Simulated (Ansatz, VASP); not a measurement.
Te in VASP and in Ansatz

Contents of POSCAR:

```
Te
1.0
    4.4540000000      0.0000000000      0.0000000000
   -2.2270000000      3.8572771485      0.0000000000
    0.0000000000      0.0000000000      5.9240000000
Te
3
Direct
    0.7310000000      0.7310000000      0.0000000000
    0.0000000000      0.2690000000      0.6666666667
    0.2690000000      0.0000000000      0.3333333333
```

Contents of INCAR.step1:

```
PREC = Accurate ; ENCUT = 520
EDIFF = 1E-5 ; ISMEAR = -1
SIGMA = 0.05 ; LREAL = F
LASPH = T ; NELM = 100
ALGO = Normal ; ISIF = 2
LWAVE = T ; LCHARG = F
NBANDS = 16 ; GGA = PE
```

File INCAR.step2:

```
PREC = Accurate ; ENCUT = 520
EDIFF = 1E-6 ; ISMEAR = -1
SIGMA = 0.05 ; LREAL = F
LASPH = T ; NELM = 100
ALGO = Normal ; ISIF = 2
LWAVE = F ; LCHARG = F
GGA = PE ; LHFCALC = T
AEXX = 0.25 ; HFSCREEN = 0.2078699
PRECFOCK = Normal ; NBANDS = 16
ISTART = 1
```

File KPOINTS:

```
regular mesh
0
Gamma
  4 4 3
```

File input.yaml:

```yaml
crystal:
  lattice:
    - [4.454, 0.0, 0.0]
    - [-2.227, 3.8572771485, 0.0]
    - [0.0, 0.0, 5.924]
  atoms:
    - { symbol: Te, position: [0.731, 0.731, 0.0] }
    - { symbol: Te, position: [0.0, 0.269, 0.6666666667] }
    - { symbol: Te, position: [0.269, 0.0, 0.3333333333] }
hamiltonian:
  xc:
    exchange: pbe
    correlation: pbe
    exx: { coeff: 0.25, omega: 0.2078699 }
  pseudopotentials: { kind: paw }
kpoints:
  mp_grid: { grid: [4, 4, 3] }
scf:
  occupations: { method: fermi_dirac, width: 0.05 }
output:
  forces: true
  stress: true
  eigenvalues: true
```

Alike in both runs: task single point; functional PBE-based screened hybrid; k mesh 4 × 4 × 3; occupations fermi-dirac, width 0.05 eV; no spin polarisation.

|  | VASP | Ansatz |
| --- | --- | --- |
| version | VASP 6.6.1 | Ansatz 0.2.0 |
| potentials or method | VASP PAW PBE potentials, release 64 (Te) | Ansatz PAW |
| plane-wave cutoff (eV) | 520 | 420 |
| valence electrons in the cell | 18 | 48 |

|  | VASP | Ansatz | Ansatz less VASP |
| --- | --- | --- | --- |
| gap on the k mesh at the Fermi level (eV) | 1.26 | 1.28 | +0.013 |
| least direct gap on the mesh (eV) | 1.47 | 1.49 | +0.019 |
| pressure (GPa) | -0.7 | -0.2 | +0.48 |
| traceless stress, the component that is largest in VASP (GPa) | -0.81 | -0.67 | +0.138 |
| rms of the force components (eV/Å) | 0.188 | 0.174 | -0.0133 |

VASP's potentials were made for PBE, not for PBE-based screened hybrid. Atom by atom the forces differ by 0.013 eV/Å (rms over components). VASP's potentials hold 18 valence electrons a cell and Ansatz's 48, so a difference there can come from the potentials and not from the codes.

Spin-orbit coupling is off throughout. Noted on Ansatz's run: odd divisions of the mesh miss points on the zone boundary, where band edges often lie, so the gap on the mesh can be too wide.
